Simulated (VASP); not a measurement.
Crystal: MnS.

```
CELL_PARAMETERS angstrom
3.09904 0.00000 0.00000
0.00000 3.09904 0.00000
0.00000 0.00000 3.09904
ATOMIC_POSITIONS crystal
Mn 0.50000 0.50000 0.50000
S 0.00000 0.00000 0.00000
```

Base run:

```yaml
Program: VASP 6.6.1
Functional: LDA
Potentials_or_basis: VASP PAW LDA potentials, release 64 (Mn_pv, S)
Cutoff: 520 eV
k_mesh: 7 × 7 × 7
Occupations: fermi-dirac, width 0.1 eV
Spin: collinear spin, ferromagnetic start
Starting_moments: "[4.0, 0.0] μB"
Hubbard_terms: Mn d U = 2.0 eV
```

Its results: pressure -0.7 GPa; net moment 4.33 μB per cell; site moments Mn +4.09; S +0.02 μB.

Question: The run is repeated on the same cell with these changes: hubbard terms from Mn d U = 2.0 eV to Mn d U = 4.0 eV. What comes out?

Answer: Pressure 6.8 GPa; net moment 4.69 μB per cell; site moments Mn +4.38; S +0.07 μB.

Caveats: a cell with one magnetic atom can't hold antiferromagnetic order, which such compounds often take; the cell stands under pressure (at least some runs).
